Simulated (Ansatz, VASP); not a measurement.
AlN in VASP and in Ansatz

INCAR

```
PREC     = Accurate       # precision mode
ENCUT    = 600            # plane-wave cutoff, eV
EDIFF    = 1E-6           # SCF threshold, eV
ISMEAR   = -1             # smearing method
SIGMA    = 0.05           # smearing width, eV
LREAL    = False          # projectors in reciprocal space
LASPH    = True           # aspherical terms in the spheres
NELM     = 100            # most SCF steps
ALGO     = Normal         # electronic algorithm
ISIF     = 3              # what is computed and relaxed
LWAVE    = False          # write WAVECAR
LCHARG   = False          # write CHGCAR
GGA      = RE             # functional
IVDW     = 13             # dispersion correction
IBRION   = 2              # ionic algorithm
NSW      = 60             # ionic steps
EDIFFG   = -0.01          # ionic threshold
```

File KPOINTS:

```
Automatic mesh
0
Gamma
  10 10 6
```

Contents of POSCAR:

```
AlN
1.0
    3.1130000000      0.0000000000      0.0000000000
   -1.5565000000      2.6959370820      0.0000000000
    0.0000000000      0.0000000000      4.9810000000
Al N
2 2
Direct
    0.6666666667      0.3333333333      0.5000000000
    0.3333333333      0.6666666667      0.0000000000
    0.6666666667      0.3333333333      0.8800000000
    0.3333333333      0.6666666667      0.3800000000
```

input.yaml

```yaml
crystal:
  lattice:
    - [3.113, 0.0, 0.0]
    - [-1.5565, 2.695937082, 0.0]
    - [0.0, 0.0, 4.981]
  atoms:
    - { symbol: Al, position: [0.6666666667, 0.3333333333, 0.5] }
    - { symbol: Al, position: [0.3333333333, 0.6666666667, 0.0] }
    - { symbol: "N", position: [0.6666666667, 0.3333333333, 0.88] }
    - { symbol: "N", position: [0.3333333333, 0.6666666667, 0.38] }
hamiltonian:
  xc: revpbe
  pseudopotentials: { kind: paw }
  dispersion: d4
kpoints:
  mp_grid: { grid: [10, 10, 6] }
scf:
  occupations: { method: fermi_dirac, width: 0.05 }
output:
  forces: true
  stress: true
relax:
  f_tol: 0.01
  max_steps: 40
  cell: { stress_tol: 0.05 }
```

Alike in both runs: task relaxation of cell and atoms; functional revPBE; dispersion D4; k mesh 10 × 10 × 6; occupations fermi-dirac, width 0.05 eV; no spin polarisation.

```csv
,VASP,Ansatz
version,VASP 6.6.1,Ansatz 0.2.0
potentials or method,"VASP PAW PBE potentials, release 64 (Al, N)",Ansatz PAW
plane-wave cutoff (eV),600,420
valence electrons in the cell,16,16
```

Ansatz gave:

| Item | Value |
| --- | --- |
| relaxed volume (Å³/atom) | 10.26 |
| relaxed cell length with the largest relative difference (Å) | 4.952 |

Estimate VASP's values.

relaxed volume (Å³/atom): 10.23; relaxed cell length with the largest relative difference (Å): 4.946.

VASP's potentials were made for PBE, not for revPBE.

Noted on Ansatz's run: the plane-wave basis is chosen anew once the cell has moved, so the energies of steps on either side of that aren't comparable.
